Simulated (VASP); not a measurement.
Set up this calculation in VASP 6.6.1, as the native input.

```yaml
Task: single point
Functional: PBE
Potentials_or_basis: VASP PAW PBE potentials, release 64 (Y_sv)
Cutoff: 520 eV
k_mesh: 9 × 9 × 5
Occupations: methfessel-paxton, width 0.1 eV
Spin: no spin polarisation
Dipole_correction: no
Further_INCAR_settings: ALGO = Normal; EDIFF = 1e-07; NBANDS = 18
```

The structure of Y lies in POSCAR:

```
Y
1.0
    3.6953976095      0.0000000000      0.0000000000
   -1.8476988047      3.2003082092      0.0000000000
    0.0000000000      0.0000000000      5.8060112795
Y
2
Direct
    0.3333333333      0.6666666667      0.2500000000
    0.6666666667      0.3333333333      0.7500000000
```

These files were run (other wordings do the same):

INCAR

```
ALGO     = Normal         # electronic algorithm
EDIFF    = 1E-7           # SCF threshold, eV
ENCUT    = 520            # plane-wave cutoff, eV
GGA      = PE             # functional
ISIF     = 2              # what is computed and relaxed
ISMEAR   = 1              # smearing method
LASPH    = True           # aspherical terms in the spheres
LCHARG   = False          # write CHGCAR
LREAL    = False          # projectors in reciprocal space
LWAVE    = False          # write WAVECAR
NBANDS   = 18             # bands
NELM     = 60             # most SCF steps
PREC     = Accurate       # precision mode
SIGMA    = 0.1            # smearing width, eV
```

KPOINTS

```
k-points
0
Gamma
  9 9 5
```

Potentials or basis: VASP PAW PBE potentials, release 64 (Y_sv).

The run is started by

```bash
$ cat potpaw_PBE.64/Y_sv/POTCAR > POTCAR
$ mpirun -np 1 vasp_std > vasp.out
```

It gave:

- Pressure: -1.8 GPa
- Band gap on the k mesh: zero (band 11 reaches 3.54 eV, above the bottom of band 12 at 2.34 eV)

Wall time 43 s on 1 thread of Intel Xeon 6975P-C, with other jobs on the host, peak memory 0.21 GiB.
